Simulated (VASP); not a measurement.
# TaN: single point with PBE

TaN:

```
Ta N
1.0
    -1.45746    1.45746    5.14392
     1.45746   -1.45746    5.14392
     1.45746    1.45746   -5.14392
Ta N
2 2
Direct
  0.74878 0.74878 0.00000
  0.49878 0.99878 0.50000
  0.16722 0.16722 0.00000
  0.91722 0.41722 0.50000
```

```json
{
 "Program": "VASP 6.6.1",
 "Task": "single point",
 "Functional": "PBE",
 "Potentials or basis": "VASP PAW PBE potentials, release 64 (Ta_pv, N)",
 "Cutoff": "520 eV",
 "k mesh": "14 × 14 × 14",
 "Occupations": "gaussian, width 0.02 eV",
 "Spin": "no spin polarisation",
 "Dipole correction": "no",
 "Further INCAR settings": "ALGO = Normal; EDIFF = 1e-07; NBANDS = 24"
}
```

```
Pressure               : 0.6 GPa
Largest force          : 0.006 eV/Å
Band gap on the k mesh : 0.70 eV, indirect (least direct gap 1.00 eV)
```

Forces in eV/Å, atoms in the order of the input:
```
Ta   0.000  0.000 -0.006
Ta   0.000  0.000 -0.006
N    0.000  0.000  0.006
N    0.000  0.000  0.006
```

Stress tensor (GPa, compression positive):
```
0.67 0.00 0.00
0.00 0.67 0.00
0.00 0.00 0.57
```

Levels at points of the mesh, in eV from the valence-band top:
```tsv
k point	band 14	band 15	band 16	band 17	band 18	band 19
(0.00, 0.00, 0.00)	-3.31	-3.04	-2.95	1.84	2.89	3.15
(0.50, 0.00, 0.00)	-3.47	-2.14	-1.14	1.39	2.56	3.05
(0.50, 0.50, 0.00)	-4.61	-0.53	-0.53	4.09	4.09	5.21
(0.50, 0.50, 0.50)	-3.59	-2.78	-2.78	3.36	3.36	3.59
```

Wall time 10 min on 1 thread of Intel(R) Xeon(R) Platinum 8488C (Sapphire Rapids), with other jobs on the host, peak memory 0.41 GiB.

Caveat: spin-orbit coupling is left out, which moves the levels of the heavy elements. A hybrid or GW would open this gap; PBE tends to underestimate it.
